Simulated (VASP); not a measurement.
# SnO (P4/nmm) in VASP: further runs

SnO is run at these levels: PBE; tasks: single point.

All numbers are computed with VASP 6.6.1; they aren't measurements. Logs are shortened: lines on timing, memory, paths and dates and some standing lists are left out, and cuts for length are marked.

## Step 1: The cell of the first run

The structure is tetragonal, space group P4/nmm (No. 129). The conventional cell has a = 3.814 Å, b = 3.814 Å, c = 4.887 Å, α = 90.00°, β = 90.00°, γ = 90.00°. Within 2.9 Å of Sn (site symmetry 4mm) lie 4 O at 2.23 Å. O (site symmetry -4m2) has 4 Sn at 2.23 Å and 4 O at 2.70 Å within 2.9 Å.

## Step 2: Single point, PBE

The input, INCAR:

```
PREC = Accurate
ENCUT = 520
EDIFF = 1E-6
ISMEAR = 0
SIGMA = 0.025
LREAL = F
LASPH = T
NELM = 100
ALGO = Normal
ISIF = 2
LWAVE = F
LCHARG = T
GGA = PE
LELF = T
LVHAR = T
NBANDS = 28
```

The input, KPOINTS:

```
Automatic mesh
0
Gamma
  7 7 6
```

The input, POSCAR:

```
SnO
1.0
    3.8136952200      0.0000000000      0.0000000000
    0.0000000000      3.8136952200      0.0000000000
    0.0000000000      0.0000000000      4.8869133000
Sn O
2 2
Direct
    0.5000000000      0.0000000000      0.7646261400
    0.0000000000      0.5000000000      0.2353738600
    0.0000000000      0.0000000000      0.0000000000
    0.5000000000      0.5000000000      0.0000000000
```

Potentials or basis: VASP PAW PBE potentials, release 64 (Sn_d, O).

The run is started by

```
$ cat potpaw_PBE.64/Sn_d/POTCAR potpaw_PBE.64/O/POTCAR > POTCAR
$ mpirun -np 1 vasp_std > vasp.out
```

OUTCAR:

```text
PREC = Accurate
   ENCUT = 520
   EDIFF = 1E-6
   ISMEAR = 0
   LREAL = F
   LASPH = T
   NELM = 100
   ISIF = 2
   GGA = PE

 ion  position               nearest neighbor table
   1  0.500  0.000  0.765-   3 2.23   4 2.23   4 2.23   3 2.23   2 3.54   2 3.54   2 3.54   2 3.54
                             2 3.74   2 3.74   2 3.74   2 3.74
   2  0.000  0.500  0.235-   3 2.23   4 2.23   3 2.23   4 2.23   1 3.54   1 3.54   1 3.54   1 3.54
                             1 3.74   1 3.74   1 3.74   1 3.74
   3  0.000  0.000  0.000-   1 2.23   2 2.23   2 2.23   1 2.23
   4  0.500  0.500  0.000-   1 2.23   2 2.23   1 2.23   2 2.23

  LATTYP: Found a simple tetragonal cell.
 ALAT       =     3.8136952200
 C/A-ratio  =     1.2814116016

  Lattice vectors:

 A1 = (   3.8136952200,   0.0000000000,   0.0000000000)
 A2 = (   0.0000000000,   3.8136952200,   0.0000000000)
 A3 = (   0.0000000000,   0.0000000000,   4.8869133000)

Analysis of symmetry for initial positions (statically):
=====================================================================
 Subroutine PRICEL returns:
 Original cell was already a primitive cell.

 Routine SETGRP: Setting up the symmetry group for a
 simple tetragonal supercell.

 Subroutine GETGRP returns: Found 16 space group operations
 (whereof  8 operations were pure point group operations)
 out of a pool of 16 trial point group operations.

The static configuration has the point symmetry D_2d.
 The point group associated with its full space group is D_4h.

Analysis of symmetry for dynamics (positions and initial velocities):
=====================================================================
 Subroutine PRICEL returns:
 Original cell was already a primitive cell.

 Routine SETGRP: Setting up the symmetry group for a
 simple tetragonal supercell.

 Subroutine GETGRP returns: Found 16 space group operations
 (whereof  8 operations were pure point group operations)
 out of a pool of 16 trial point group operations.

The dynamic configuration has the point symmetry D_2d.
 The point group associated with its full space group is D_4h.

 Subroutine INISYM returns: Found 16 space group operations
 (whereof  8 operations are pure point group operations),
 and found     1 'primitive' translations

----------------------------------------------------------------------------------------

                                     Primitive cell

  volume of cell :      71.0766

  direct lattice vectors                    reciprocal lattice vectors
     3.813695220  0.000000000  0.000000000     0.262212878  0.000000000  0.000000000
     0.000000000  3.813695220  0.000000000     0.000000000  0.262212878  0.000000000
     0.000000000  0.000000000  4.886913300     0.000000000  0.000000000  0.204628144

  length of vectors
     3.813695220  3.813695220  4.886913300     0.262212878  0.262212878  0.204628144

  position of ions in fractional coordinates (direct lattice)
     0.500000000  0.000000000  0.764626140
     0.000000000  0.500000000  0.235373860
     0.000000000  0.000000000  0.000000000
     0.500000000  0.500000000  0.000000000

  ion indices of the primitive-cell ions
   primitive index   ion index
                 1           1
                 2           2
                 3           3
                 4           4

----------------------------------------------------------------------------------------

 KPOINTS: Automatic mesh

Automatic generation of k-mesh.
 Grid dimensions read from file:
 generate k-points for:    7    7    6

 Generating k-lattice:

  Cartesian coordinates                     Fractional coordinates (reciprocal lattice)
     0.037458983  0.000000000  0.000000000     0.142857143  0.000000000  0.000000000
     0.000000000  0.037458983  0.000000000     0.000000000  0.142857143  0.000000000
     0.000000000  0.000000000  0.034104691     0.000000000  0.000000000  0.166666667

  Length of vectors
     0.037458983  0.037458983  0.034104691

  Shift w.r.t. Gamma in fractional coordinates (k-lattice)
     0.000000000  0.000000000  0.000000000

 Subroutine IBZKPT returns following result:
 ===========================================

 Found     40 irreducible k-points:

 Following reciprocal coordinates:
            Coordinates               Weight
  0.000000  0.000000  0.000000      1.000000
  0.142857  0.000000  0.000000      4.000000
  0.285714  0.000000  0.000000      4.000000
  0.428571  0.000000  0.000000      4.000000
  0.142857  0.142857  0.000000      4.000000
  0.285714  0.142857  0.000000      8.000000
[... 16 lines left out ...]
  0.285714  0.000000  0.333333      8.000000
  0.428571  0.000000  0.333333      8.000000
 [... further k-points ...]
   k-points           NKPTS =     40   k-points in BZ     NKDIM =     40   number of bands    NBANDS=     28
   number of dos      NEDOS =    301   number of ions     NIONS =      4
   total plane-waves  NPLWV =  28224
   dimension x,y,z NGX =    28 NGY =   28 NGZ =   36
   dimension x,y,z NGXF=    56 NGYF=   56 NGZF=   72
   ions per type =               2   2
   NGX,Y,Z   is equivalent  to a cutoff of  12.21, 12.21, 12.25 a.u.
   NGXF,Y,Z  is equivalent  to a cutoff of  24.41, 24.41, 24.49 a.u.
 SYSTEM =  unknown system
   PREC   = accura    normal or accurate (medium, high low for compatibility)
   ISTART =      0    job   : 0-new  1-cont  2-samecut
   ICHARG =      2    charge: 1-file 2-atom 10-const
   ISPIN  =      1    spin polarized calculation?
   LNONCOLLINEAR =      F non collinear calculations
   LSORBIT =      F    spin-orbit coupling
   LASPH  =      T    aspherical Exc in radial PAW
   ENCUT  =  520.0 eV  38.22 Ry    6.18 a.u.   7.09  7.09  9.09*2*pi/ulx,y,z
   NELM   =    100;   NELMIN=  2; NELMDL= -5     # of ELM steps
   EDIFF  = 0.1E-05   stopping-criterion for ELM
   LREAL  =      F    real-space projection
   EDIFFG = 0.1E-04   stopping-criterion for IOM
   NSW    =      0    number of steps for IOM
   IBRION =     -1    ionic relax: 0-MD 1-quasi-New 2-CG
   NFREE  =      0    steps in history (QN), initial steepest desc. (CG)
   ISIF   =      2    stress and relaxation
   ISYM   =      2    0-nonsym 1-usesym 2-fastsym
   POTIM  = 0.5000    time-step for ionic-motion
   TEBEG  =    0.0;   TEEND  =   0.0 temperature during run
   PSTRESS=    0.0 pullay stress
   NELECT =      40.0000    total number of electrons
   NUPDOWN=      -1.0000    fix difference up-down
   EMIN   =  10.00;   EMAX   =-10.00  energy-range for DOS
   EFERMI =   0.00;   METHOD = LEGACY
   ISMEAR =     0;   SIGMA  =   0.03  broadening in eV -4-tet -1-fermi 0-gaus
   EFERMI_NEDOS =   21; number of points for ismear=-14 and -15
   IALGO  =     38    algorithm
   IMIX   =      4    mixing-type and parameters
     AMIX     =   0.40;   BMIX     =  1.00
     AMIX_MAG =   1.60;   BMIX_MAG =  1.00
  volume/ion in A,a.u.               =      17.77       119.91
  Fermi-wavevector in a.u.,A,eV,Ry     =   1.351614  2.554180 24.855939  1.826860
  Thomas-Fermi vector in A             =   2.479021
   LORBIT       =      0    0 simple, 1 ext, 2 COOP (PROOUT), +10 PAW based schemes
   GGA     = PE    functional components
   LHFCALC =     F    Hartree Fock is set to
   AEXX    =    0.0000 exact exchange contribution
   IVDW    =     0    specifies the selected vdW correction
   LEPSILON=     F    determine dielectric tensor
   LRPA    =     F    only Hartree local field effects (RPA)
 non-spin polarized calculation
 Gauss-broadening in eV      SIGMA  =   0.03
  energy-cutoff  :      520.00
  volume of cell :       71.08
 maximum number of plane-waves:      1930
   NGX = 15   NGY = 15   NGZ = 19

 number of electron      39.9999978 magnetization

 Free energy of the ion-electron system (eV)
  ---------------------------------------------------
  ext. energy  EPLUGINS =         0.00000000
  ---------------------------------------------------
  free energy    TOTEN  =       -22.68522962 eV

  energy without entropy =      -22.68522962  energy(sigma->0) =      -22.68522962

 E-fermi :   7.1310     XC(G=0): -10.1723

 val. band max:        7.0075697467   @ k =   0.0000   0.0000   0.0000
 cond. band min:       7.3920719900   @ k =   0.4286   0.4286   0.0000
 fundamental gap:      0.3845022432
 Fermi energy:         7.1309514312

 k-point     1 :       0.0000    0.0000    0.0000
  band No.  band energies     occupation
      1     -14.9955      2.00000
      2     -14.5602      2.00000
      3     -14.5600      2.00000
      4     -14.5600      2.00000
      5     -14.5179      2.00000
      6     -14.5078      2.00000
[... 20 lines left out ...]
     27      13.7936      0.00000
     28      14.2240      0.00000

 k-point     2 :       0.1429    0.0000    0.0000
  band No.  band energies     occupation
      1     -14.9846      2.00000
      2     -14.5660      2.00000
      3     -14.5561      2.00000
      4     -14.5556      2.00000
      5     -14.5214      2.00000
      6     -14.5199      2.00000
[... 20 lines left out ...]
     27      14.0367      0.00000
     28      15.6885      0.00000

 k-point     3 :       0.2857    0.0000    0.0000
  band No.  band energies     occupation
      1     -14.9539      2.00000
      2     -14.6902      2.00000
      3     -14.5448      2.00000
      4     -14.5445      2.00000
      5     -14.5243      2.00000
      6     -14.5238      2.00000
[... 20 lines left out ...]
     27      14.4082      0.00000
     28      17.8920      0.00000

 k-point     4 :       0.4286    0.0000    0.0000
  band No.  band energies     occupation
      1     -14.9015      2.00000
      2     -14.8156      2.00000
      3     -14.5341      2.00000
      4     -14.5294      2.00000
      5     -14.5285      2.00000
      6     -14.5198      2.00000
[... 578 lines left out ...]
     27      14.7488      0.00000
     28      15.8733      0.00000

 k-point    23 :       0.2857    0.0000    0.3333
  band No.  band energies     occupation
      1     -14.9519      2.00000
      2     -14.7102      2.00000
      3     -14.5535      2.00000
      4     -14.5304      2.00000
      5     -14.5294      2.00000
      6     -14.5278      2.00000
[... 20 lines left out ...]
     27      15.2347      0.00000
     28      17.3540      0.00000

 k-point    24 :       0.4286    0.0000    0.3333
  band No.  band energies     occupation
      1     -14.9080      2.00000
      2     -14.8301      2.00000
      3     -14.5554      2.00000
      4     -14.5473      2.00000
      5     -14.5218      2.00000
      6     -14.5184      2.00000
[... 20 lines left out ...]
     27      15.8071      0.00000
     28      16.6623      0.00000

 [... further k-points ...]
[... 5 lines left out ...]
  --------------------------------------------------------------------------------------
  -------------------------------------------------------------------------------------
  Total        1.8369362      1.8369362      1.4280035      0.0000000      0.0000000      0.0000000
  in kB       41.4074094     41.4074094     32.1894274      0.0000000      0.0000000      0.0000000
  external PRESSURE =      38.3347487 kB  Pullay stress =       0.0000000 kB

 VOLUME and BASIS-vectors are now :
 -----------------------------------------------------------------------------
  energy-cutoff  :      520.00
  volume of cell :       71.08
      direct lattice vectors                 reciprocal lattice vectors
     3.813695220  0.000000000  0.000000000     0.262212878  0.000000000  0.000000000
     0.000000000  3.813695220  0.000000000     0.000000000  0.262212878  0.000000000
     0.000000000  0.000000000  4.886913300     0.000000000  0.000000000  0.204628144

 POSITION                                       TOTAL-FORCE (eV/Angst)
 -----------------------------------------------------------------------------------
      1.90685      0.00000      3.73666         0.000000      0.000000     -0.455034
      0.00000      1.90685      1.15025        -0.000000      0.000000      0.455034
      0.00000      0.00000      0.00000        -0.000000      0.000000      0.000000
      1.90685      1.90685      0.00000        -0.000000      0.000000      0.000000
 -----------------------------------------------------------------------------------
    total drift:                                0.000000      0.000000      0.000000

  FREE ENERGIE OF THE ION-ELECTRON SYSTEM (eV)
  ---------------------------------------------------
  free  energy   TOTEN  =       -22.6852296181 eV

  energy  without entropy=      -22.6852296181  energy(sigma->0) =      -22.68522962
```

It took 28 s on 1 thread of Intel Xeon 6975P-C (Granite Rapids), shared host; peak memory 0.2 GiB.

Results:

```yaml
Free_energy: -22.6852 eV
Pressure: 3.8 GPa
Largest_force: 0.455 eV/Å
Band_gap_on_the_k_mesh: 0.38 eV, indirect (least direct gap 2.05 eV)
```

Forces in eV/Å, atoms in the order of the input:
```
Sn   0.000  0.000 -0.455
Sn   0.000  0.000  0.455
O    0.000  0.000  0.000
O    0.000  0.000  0.000
```

Stress tensor (GPa, compression positive):
```
4.14 0.00 0.00
0.00 4.14 0.00
0.00 0.00 3.22
```

Levels at points of the mesh, in eV from the valence-band top:
| k point | band 16 | band 17 | band 18 | band 19 | band 20 | band 21 | band 22 | band 23 | band 24 | band 25 |
| --- | --- | --- | --- | --- | --- | --- | --- | --- | --- | --- |
| (0.00, 0.00, 0.00) | -6.25 | -3.47 | -3.18 | -3.18 | 0.00 | 2.05 | 4.27 | 4.74 | 4.74 | 5.67 |
| (0.00, 0.00, 0.50) | -3.53 | -3.20 | -3.19 | -3.19 | -2.21 | 1.68 | 3.03 | 3.03 | 3.70 | 7.84 |

Caveat: spin-orbit coupling is left out, which moves the levels of the heavy elements. A k mesh can miss the band edges.

## Step 3: Single point, PBE

The input, INCAR:

```
SYSTEM = SnO
  PREC = Accurate
  ENCUT = 520
  EDIFF = 1E-6
  ISMEAR = 0
  SIGMA = 0.027000000000000003
  LREAL = .FALSE.
  LASPH = .TRUE.
  NELM = 60
  ALGO = Normal
  ISIF = 2
  LWAVE = .FALSE.
  LCHARG = .FALSE.
  GGA = PE
  NBANDS = 28
```

The input, KPOINTS:

```
Automatic mesh
0
G
  7 7 6
  0 0 0
```

POSCAR is that of step 2.

Potentials or basis: VASP PAW PBE potentials, release 64 (Sn_d, O).

The run is started by

```
$ cat potpaw_PBE.64/Sn_d/POTCAR potpaw_PBE.64/O/POTCAR > POTCAR
$ mpirun -np 1 vasp_std > vasp.out
```

It took 28 s on 1 thread of Intel Xeon 6975P-C (Granite Rapids), shared host; peak memory 0.21 GiB.

The run converged. Its results:

| Quantity | Value |
| --- | --- |
| Free energy | -22.6852 eV |
| Pressure | 3.8 GPa |
| Largest force | 0.455 eV/Å |
| Band gap on the k mesh | 0.38 eV, indirect (least direct gap 2.05 eV) |

Forces in eV/Å, atoms in the order of the input:
```
Sn   0.000  0.000 -0.455
Sn   0.000  0.000  0.455
O    0.000  0.000  0.000
O    0.000  0.000  0.000
```

Stress tensor (GPa, compression positive):
```
4.14 0.00 0.00
0.00 4.14 0.00
0.00 0.00 3.22
```

Levels at points of the mesh, in eV from the valence-band top:
```
           k point  band 18  band 19  band 20  band 21  band 22  band 23
(0.00, 0.00, 0.00)    -3.18    -3.18     0.00     2.05     4.27     4.74
(0.00, 0.00, 0.50)    -3.19    -3.19    -2.21     1.68     3.03     3.03
```

Caveat: spin-orbit coupling is left out, which moves the levels of the heavy elements. A k mesh can miss the band edges.
